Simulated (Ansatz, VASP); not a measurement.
One calculation of Hf4O3, two programs

```
CELL_PARAMETERS angstrom
4.80952 -0.00330 0.00023
-0.00331 4.80750 0.00072
0.00024 0.00082 5.04677
ATOMIC_POSITIONS crystal
Hf 0.25069 0.25052 0.25133
Hf 0.74935 0.74932 0.25146
Hf 0.74922 0.25034 0.74872
Hf 0.25079 0.74982 0.74886
O 0.99999 0.00002 0.99984
O 0.99987 0.99997 0.50019
O 0.50009 0.50001 0.99959
```

Change from the starting cell: cell x1, atoms moved at random (sigma 0.15 Å) and cell strained at random (1.5 %), then relaxed without symmetry.

Alike in both runs: functional PBE; k mesh 4 × 4 × 4; occupations gaussian, width 0.2 eV; no spin polarisation.

Ansatz relaxed the structure, and its values are those at the end. VASP's run is a single point on that final structure, the one shown.

```csv
,VASP,Ansatz
version,VASP 6.6.1,Ansatz 0.2.0
potentials or method,"VASP PAW PBE potentials, release 64 (Hf_pv, O), cutoff 520 eV","scalar-relativistic, plane waves, PAW"
valence electrons in the cell,58,122
```

|  | VASP | Ansatz | Ansatz less VASP |
| --- | --- | --- | --- |
| gap on the k mesh at the Fermi level (eV) | none | none | - |
| pressure (GPa) | -1.7 | 0.0 | +1.69 |
| rms of the force components (eV/Å) | 0.055 | 0.004 | -0.0505 |

A gap of «none» marks a metal or a gap that the smearing closes. VASP's potentials hold 58 valence electrons a cell and Ansatz's 122, so a difference there can come from the potentials and not from the codes.

Neither program's run includes spin-orbit coupling.
